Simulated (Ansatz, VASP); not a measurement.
One calculation of BN, two programs

```
B N
1.0
     2.50611    0.00000    0.00000
    -1.25306    2.17036    0.00000
     0.00000    0.00000    6.59240
B N
2 2
Cartesian
  -0.2888 0.0213 3.2962
  0.2893 1.4544 0.0000
  0.2879 -0.0058 0.0000
  0.9648 0.7070 3.2962
```

Change from the starting cell: mode 4 frozen in at -0.289 Å and mode 10 at +0.021 Å (largest displacements).

Alike in both runs: task single point; functional PBE; dispersion D3(BJ); k mesh 12 × 12 × 4; occupations methfessel-paxton of order 1, width 0.05 eV; no spin polarisation.

```csv
,VASP,Ansatz
version,VASP 6.6.1,Ansatz 0.2.0
potentials or method,"VASP PAW PBE potentials, release 64 (B, N), cutoff 520 eV","scalar-relativistic, plane waves, PAW"
valence electrons in the cell,16,16
```

|  | VASP | Ansatz | Ansatz less VASP |
| --- | --- | --- | --- |
| gap on the k mesh at the Fermi level (eV) | 3.50 | 3.51 | +0.008 |
| least direct gap on the mesh (eV) | 3.85 | 3.86 | +0.006 |
| pressure (GPa) | 0.5 | 0.4 | -0.04 |
| traceless stress, the component that is largest in VASP (GPa) | -2.65 | -2.73 | -0.081 |
| rms of the force components (eV/Å) | 0.643 | 0.644 | +0.0014 |

Atom by atom the forces differ by 0.001 eV/Å (rms over components).
